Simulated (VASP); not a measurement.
# InP (I-4m2) in VASP: a series of runs

InP is run at these levels: r2SCAN; tasks: single point.

Everything below comes from runs of VASP 6.6.1. Logs are shortened: lines on timing, memory, paths and dates and some standing lists are left out, and cuts for length are marked.

### 1 The cell of the first run

Symmetry: I-4m2, No. 119, tetragonal system. Conventional cell: a = 4.652 Å, b = 4.652 Å, c = 4.651 Å, α = 90.00°, β = 90.00°, γ = 90.00°. Within 3.4 Å of In (site symmetry -4m2) lie 4 P at 2.60 Å. Within 3.4 Å of P (site symmetry -4m2) lie 4 In at 2.60 Å.

### 2 Single point, r2SCAN

POSCAR reads:

```
InP
1.0
    0.0000000000      3.2895406270      2.3257052233
    3.2895406270      0.0000000000      2.3257052233
    3.2895406270      3.2895406270      0.0000000000
In P
1 1
Direct
    0.0000000000      0.0000000000      0.0000000000
    0.7500000000      0.7500000000      0.7500000000
```

INCAR.step1 reads:

```
ALGO = Normal
EDIFF = 1E-4
ENCUT = 520
GGA = PE
ISMEAR = 0
LASPH = True
LCHARG = False
LREAL = False
LWAVE = True
NBANDS = 16
NELM = 100
PREC = Accurate
SIGMA = 0.05
```

INCAR.step2 reads:

```
ALGO = Normal
EDIFF = 1E-6
ENCUT = 520
ISIF = 2
ISMEAR = 0
ISTART = 1
LASPH = True
LCHARG = False
LMIXTAU = True
LREAL = False
LWAVE = False
METAGGA = R2SCAN
NBANDS = 16
NELM = 100
PREC = Accurate
SIGMA = 0.05
```

KPOINTS reads:

```
k-points
0
Gamma
  10 10 10
```

Potentials or basis: VASP PAW PBE potentials, release 64 (In_d, P).

Launch:

```sh
> cat potpaw_PBE.64/In_d/POTCAR potpaw_PBE.64/P/POTCAR > POTCAR
> cp INCAR.step1 INCAR
> mpirun -np 1 vasp_std > vasp.out
> cp INCAR.step2 INCAR
> mpirun -np 1 vasp_std > vasp.out
```

OUTCAR:

```text
EDIFF = 1E-6
   ENCUT = 520
   ISIF = 2
   ISMEAR = 0
   ISTART = 1
   LASPH = True
   LREAL = False
   METAGGA = R2SCAN
   NELM = 100
   PREC = Accurate

 ion  position               nearest neighbor table
   1  0.000  0.000  0.000-   2 2.60   2 2.60   2 2.60   2 2.60
   2  0.750  0.750  0.750-   1 2.60   1 2.60   1 2.60   1 2.60

  LATTYP: Found a body centered tetragonal cell.
 ALAT       =     4.6521129687
 C/A-ratio  =     0.9998489886

  Lattice vectors:

 A1 = (   0.0000000000,  -3.2895406270,  -2.3257052233)
 A2 = (   0.0000000000,   3.2895406270,  -2.3257052233)
 A3 = (   3.2895406270,   0.0000000000,   2.3257052233)

Analysis of symmetry for initial positions (statically):
=====================================================================
 Subroutine PRICEL returns:
 Original cell was already a primitive cell.

 Routine SETGRP: Setting up the symmetry group for a
 body centered tetragonal supercell.

 Subroutine GETGRP returns: Found  8 space group operations
 (whereof  8 operations were pure point group operations)
 out of a pool of 16 trial point group operations.

The static configuration has the point symmetry D_2d.

Analysis of symmetry for dynamics (positions and initial velocities):
=====================================================================
 Subroutine PRICEL returns:
 Original cell was already a primitive cell.

 Routine SETGRP: Setting up the symmetry group for a
 body centered tetragonal supercell.

 Subroutine GETGRP returns: Found  8 space group operations
 (whereof  8 operations were pure point group operations)
 out of a pool of 16 trial point group operations.

The dynamic configuration has the point symmetry D_2d.

 Subroutine INISYM returns: Found  8 space group operations
 (whereof  8 operations are pure point group operations),
 and found     1 'primitive' translations

----------------------------------------------------------------------------------------

                                     Primitive cell

  volume of cell :      50.3333

  direct lattice vectors                    reciprocal lattice vectors
     0.000000000  3.289540627  2.325705223    -0.151996907  0.151996907  0.214988553
     3.289540627  0.000000000  2.325705223     0.151996907 -0.151996907  0.214988553
     3.289540627  3.289540627  0.000000000     0.151996907  0.151996907 -0.214988553

  length of vectors
     4.028645222  4.028645222  4.652112969     0.304016771  0.304016771  0.304016771

  position of ions in fractional coordinates (direct lattice)
     0.000000000  0.000000000  0.000000000
     0.750000000  0.750000000  0.750000000

  ion indices of the primitive-cell ions
   primitive index   ion index
                 1           1
                 2           2

----------------------------------------------------------------------------------------

 KPOINTS: k-points

Automatic generation of k-mesh.
 Grid dimensions read from file:
 generate k-points for:   10   10   10

 Generating k-lattice:

  Cartesian coordinates                     Fractional coordinates (reciprocal lattice)
    -0.015199691  0.015199691  0.021498855     0.100000000  0.000000000  0.000000000
     0.015199691 -0.015199691  0.021498855     0.000000000  0.100000000  0.000000000
     0.015199691  0.015199691 -0.021498855     0.000000000  0.000000000  0.100000000

  Length of vectors
     0.030401677  0.030401677  0.030401677

  Shift w.r.t. Gamma in fractional coordinates (k-lattice)
     0.000000000  0.000000000  0.000000000

 Subroutine IBZKPT returns following result:
 ===========================================

 Found    102 irreducible k-points:

 Following reciprocal coordinates:
            Coordinates               Weight
  0.000000  0.000000  0.000000      1.000000
  0.100000 -0.000000  0.000000      8.000000
  0.200000 -0.000000  0.000000      8.000000
  0.300000 -0.000000  0.000000      8.000000
  0.400000 -0.000000  0.000000      8.000000
  0.500000 -0.000000  0.000000      4.000000
[... 16 lines left out ...]
  0.300000  0.300000  0.000000      2.000000
  0.400000  0.300000  0.000000      8.000000
 [... further k-points ...]
   k-points           NKPTS =    102   k-points in BZ     NKDIM =    102   number of bands    NBANDS=     16
   number of dos      NEDOS =    301   number of ions     NIONS =      2
   total plane-waves  NPLWV =  32400
   dimension x,y,z NGX =    30 NGY =   30 NGZ =   36
   dimension x,y,z NGXF=    60 NGYF=   60 NGZF=   72
   ions per type =               1   1
   NGX,Y,Z   is equivalent  to a cutoff of  12.38, 12.38, 12.86 a.u.
   NGXF,Y,Z  is equivalent  to a cutoff of  24.76, 24.76, 25.73 a.u.
 SYSTEM =  unknown system
   PREC   = accura    normal or accurate (medium, high low for compatibility)
   ISTART =      1    job   : 0-new  1-cont  2-samecut
   ICHARG =      0    charge: 1-file 2-atom 10-const
   ISPIN  =      1    spin polarized calculation?
   LNONCOLLINEAR =      F non collinear calculations
   LSORBIT =      F    spin-orbit coupling
   LASPH  =      T    aspherical Exc in radial PAW
   ENCUT  =  520.0 eV  38.22 Ry    6.18 a.u.   7.49  7.49  8.65*2*pi/ulx,y,z
   NELM   =    100;   NELMIN=  2; NELMDL=  0     # of ELM steps
   EDIFF  = 0.1E-05   stopping-criterion for ELM
   LREAL  =      F    real-space projection
   EDIFFG = 0.1E-04   stopping-criterion for IOM
   NSW    =      0    number of steps for IOM
   IBRION =     -1    ionic relax: 0-MD 1-quasi-New 2-CG
   NFREE  =      0    steps in history (QN), initial steepest desc. (CG)
   ISIF   =      2    stress and relaxation
   ISYM   =      2    0-nonsym 1-usesym 2-fastsym
   POTIM  = 0.5000    time-step for ionic-motion
   TEBEG  =    0.0;   TEEND  =   0.0 temperature during run
   PSTRESS=    0.0 pullay stress
   NELECT =      18.0000    total number of electrons
   NUPDOWN=      -1.0000    fix difference up-down
   EMIN   =  10.00;   EMAX   =-10.00  energy-range for DOS
   EFERMI =   0.00;   METHOD = LEGACY
   ISMEAR =     0;   SIGMA  =   0.05  broadening in eV -4-tet -1-fermi 0-gaus
   EFERMI_NEDOS =   21; number of points for ismear=-14 and -15
   IALGO  =     38    algorithm
   IMIX   =      4    mixing-type and parameters
     AMIX     =   0.40;   BMIX     =  1.00
     AMIX_MAG =   1.60;   BMIX_MAG =  1.00
  volume/ion in A,a.u.               =      25.17       169.83
  Fermi-wavevector in a.u.,A,eV,Ry     =   1.162021  2.195901 18.371846  1.350293
  Thomas-Fermi vector in A             =   2.298587
   LORBIT       =      0    0 simple, 1 ext, 2 COOP (PROOUT), +10 PAW based schemes
   METAGGA = R2SCAN    functional components
   LHFCALC =     F    Hartree Fock is set to
   AEXX    =    0.0000 exact exchange contribution
   IVDW    =     0    specifies the selected vdW correction
   LEPSILON=     F    determine dielectric tensor
   LRPA    =     F    only Hartree local field effects (RPA)
 non-spin polarized calculation
 Gauss-broadening in eV      SIGMA  =   0.05
  energy-cutoff  :      520.00
  volume of cell :       50.33
 maximum number of plane-waves:      1409
 NGX is ok and might be reduce to    30
   NGX = 15   NGY = 15   NGZ = 17

 number of electron      17.9999996 magnetization

 Free energy of the ion-electron system (eV)
  ---------------------------------------------------
  ext. energy  EPLUGINS =         0.00000000
  ---------------------------------------------------
  free energy    TOTEN  =       -31.93671081 eV

  energy without entropy =      -31.93662077  energy(sigma->0) =      -31.93666579

 E-fermi :   5.4844     XC(G=0):  -9.9594

 val. band max:        5.4605315573   @ k =   0.1000   0.0000   0.1000
 cond. band min:       5.6114277747   @ k =   0.5000   0.5000   0.0000
 fundamental gap:      0.1508962174
 Fermi energy:         5.4843868841

 k-point     1 :       0.0000    0.0000    0.0000
  band No.  band energies     occupation
      1      -9.7071      2.00000
      2      -9.7071      2.00000
      3      -9.6253      2.00000
      4      -9.6108      2.00000
      5      -9.5310      2.00000
      6      -6.7251      2.00000
[... 8 lines left out ...]
     15      13.6235      0.00000
     16      15.1216      0.00000

 k-point     2 :       0.1000   -0.0000    0.0000
  band No.  band energies     occupation
      1      -9.7113      2.00000
      2      -9.7032      2.00000
      3      -9.6288      2.00000
      4      -9.6111      2.00000
      5      -9.5273      2.00000
      6      -6.6066      2.00000
[... 8 lines left out ...]
     15      13.5960      0.00000
     16      15.3241      0.00000

 k-point     3 :       0.2000   -0.0000    0.0000
  band No.  band energies     occupation
      1      -9.7290      2.00000
      2      -9.6950      2.00000
      3      -9.6325      2.00000
      4      -9.6107      2.00000
      5      -9.5158      2.00000
      6      -6.2652      2.00000
[... 8 lines left out ...]
     15      13.5591      0.00000
     16      16.3968      0.00000

 k-point     4 :       0.3000   -0.0000    0.0000
  band No.  band energies     occupation
      1      -9.7593      2.00000
      2      -9.6883      2.00000
      3      -9.6290      2.00000
      4      -9.6096      2.00000
      5      -9.4976      2.00000
      6      -5.7534      2.00000
[... 8 lines left out ...]
     15      14.6602      0.00000
     16      16.7385      0.00000
[... 324 lines left out ...]
 k-point    22 :      -0.2000    0.2000    0.0000
  band No.  band energies     occupation
      1      -9.7576      2.00000
      2      -9.6729      2.00000
      3      -9.6310      2.00000
      4      -9.6029      2.00000
      5      -9.5083      2.00000
      6      -5.7813      2.00000
[... 8 lines left out ...]
     15      14.4251      0.00000
     16      14.5490      0.00000

 k-point    23 :       0.3000    0.3000    0.0000
  band No.  band energies     occupation
      1      -9.7988      2.00000
      2      -9.6479      2.00000
      3      -9.6479      2.00000
      4      -9.6423      2.00000
      5      -9.4732      2.00000
      6      -4.9689      2.00000
[... 8 lines left out ...]
     15      14.4320      0.00000
     16      19.1491      0.00000

 k-point    24 :       0.4000    0.3000    0.0000
  band No.  band energies     occupation
      1      -9.8274      2.00000
      2      -9.6533      2.00000
      3      -9.6348      2.00000
      4      -9.6312      2.00000
      5      -9.4616      2.00000
      6      -4.5039      2.00000
[... 8 lines left out ...]
     15      15.5075      0.00000
     16      19.3221      0.00000

 [... further k-points ...]
[... 5 lines left out ...]
  --------------------------------------------------------------------------------------
  -------------------------------------------------------------------------------------
  Total       -1.3642343     -1.3642343      1.2243839      0.0000000      0.0000000      0.0000000
  in kB      -43.4254538    -43.4254538     38.9738225      0.0000000      0.0000000      0.0000000
  external PRESSURE =     -15.9590284 kB  Pullay stress =       0.0000000 kB

 VOLUME and BASIS-vectors are now :
 -----------------------------------------------------------------------------
  energy-cutoff  :      520.00
  volume of cell :       50.33
      direct lattice vectors                 reciprocal lattice vectors
     0.000000000  3.289540627  2.325705223    -0.151996907  0.151996907  0.214988553
     3.289540627  0.000000000  2.325705223     0.151996907 -0.151996907  0.214988553
     3.289540627  3.289540627  0.000000000     0.151996907  0.151996907 -0.214988553

 POSITION                                       TOTAL-FORCE (eV/Angst)
 -----------------------------------------------------------------------------------
      0.00000      0.00000      0.00000         0.000000      0.000000      0.000000
      4.93431      4.93431      3.48856        -0.000000     -0.000000     -0.000000
 -----------------------------------------------------------------------------------
    total drift:                                0.000008      0.000008     -0.000008

  FREE ENERGIE OF THE ION-ELECTRON SYSTEM (eV)
  ---------------------------------------------------
  free  energy   TOTEN  =       -31.9367108064 eV

  energy  without entropy=      -31.9366207714  energy(sigma->0) =      -31.93666579
```

Wall time 5.9 min (1 thread of Intel Xeon Platinum 8375C at 2.90GHz (Ice Lake), shared host); peak memory 0.23 GiB.

Results:

```
Free energy            : -31.9367 eV
Pressure               : -1.6 GPa
Band gap on the k mesh : zero (band 9 reaches 5.68 eV, above the bottom of band 10 at 5.36 eV)
```

Stress tensor (GPa, compression positive):
```
-4.34  0.00  0.00
 0.00 -4.34  0.00
 0.00  0.00  3.90
```

Caveat: the PAW data sets were made with another functional, which shifts forces and pressure a little; spin-orbit coupling is left out, which moves the levels of the heavy elements.

[end of part 1 of 2]
